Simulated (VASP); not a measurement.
A run of VASP 6.6.1 is set up as follows.

File INCAR:

```
SYSTEM = LiSb2
ALGO = Normal
EDIFF = 1E-6
ENCUT = 520
GGA = PE
GGA_COMPAT = .False.
ISIF = 2
ISMEAR = 0
IVDW = 12
LASPH = .True.
LCHARG = .False.
LORBIT = 11
LORBMOM = .True.
LREAL = .False.
LSORBIT = .True.
LWAVE = .False.
MAGMOM = 0 0 0 0 0 0 0 0 0
NBANDS = 26
NELM = 150
PREC = Accurate
SIGMA = 0.1
```

File KPOINTS:

```
k-points
0
Gamma
  12 12 12
  0 0 0
```

The input POSCAR:

```
LiSb2
1.0
    0.0000000000      3.2660189000      3.2660189000
    3.2660189000      0.0000000000      3.2660189000
    3.2660189000      3.2660189000      0.0000000000
Li Sb
1 2
Direct
    0.5000000000      0.5000000000      0.5000000000
    0.2500000000      0.2500000000      0.2500000000
    0.7500000000      0.7500000000      0.7500000000
```

Potentials or basis: VASP PAW PBE potentials, release 64 (Li_sv, Sb).

The run is started by

```console
$ cat potpaw_PBE.64/Li_sv/POTCAR potpaw_PBE.64/Sb/POTCAR > POTCAR
$ mpirun -np 1 vasp_ncl > vasp.out
```

Problem. What does it give for the dispersion energy per atom?

Solution. -0.413 eV.

Problem. Predict the net moment.

Solution. 0.00 μB per cell.

Moments on the atoms (μB; x, y, z):
```
Li  0.00 0.00 0.00
Sb  0.00 0.00 0.00
Sb  0.00 0.00 0.00
```
